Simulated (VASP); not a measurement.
Crystal: PbSe2.

```xyz
3
Lattice="4.3275 0.0000 0.0000 0.0000 4.3275 0.0000 0.0000 0.0000 6.1200" Properties=species:S:1:pos:R:3 pbc="T T T"
Pb    0.0000    0.0000    0.0000
Se    0.0000    0.0000    3.0600
Se    2.1637    2.1637    0.0000
```

| Item | Value |
| --- | --- |
| Program | VASP 6.6.1 |
| Task | relaxation of cell and atoms |
| Functional | PBE |
| Potentials or basis | VASP PAW PBE potentials, release 64 (Pb_d, Se) |
| Cutoff | 600 eV |
| k mesh | 12 × 12 × 8 |
| Occupations | gaussian, width 0.1 eV |
| Spin | no spin polarisation |

At the start: pressure -3.6 GPa; volume 38.20 Å³/atom.

Problem. How do energy, volume and symmetry change on relaxing?

Solution. Over 8 steps the energy falls by 80.5 meV/atom and the volume is 32.38 Å³/atom (-15.2 %); space group P4/mmm (No. 123, to 0.05 Å).

Step by step:
```csv
step,energy change (eV),largest force (eV/Å),pressure (GPa),volume (Å³)
1,0.0000,0.0000,-3.58,114.61
2,-0.2232,0.0000,-1.20,101.00
3,-0.2396,0.0000,-0.05,97.22
4,-0.2397,0.0000,0.05,96.89
5,-0.2412,0.0000,0.05,96.93
6,-0.2416,0.0000,0.05,96.98
7,-0.2416,0.0000,0.05,96.97
8,-0.2416,0.0000,0.01,97.14
```

Final structure:
```
CELL_PARAMETERS angstrom
4.13459 0.00000 0.00000
0.00000 4.13459 0.00000
0.00000 0.00000 5.68240
ATOMIC_POSITIONS crystal
Pb 0.00000 0.00000 0.00000
Se 0.00000 0.00000 0.50000
Se 0.50000 0.50000 0.00000
```

Caveat: the volume moved by over 15 % at a fixed basis, so the end points are rough.
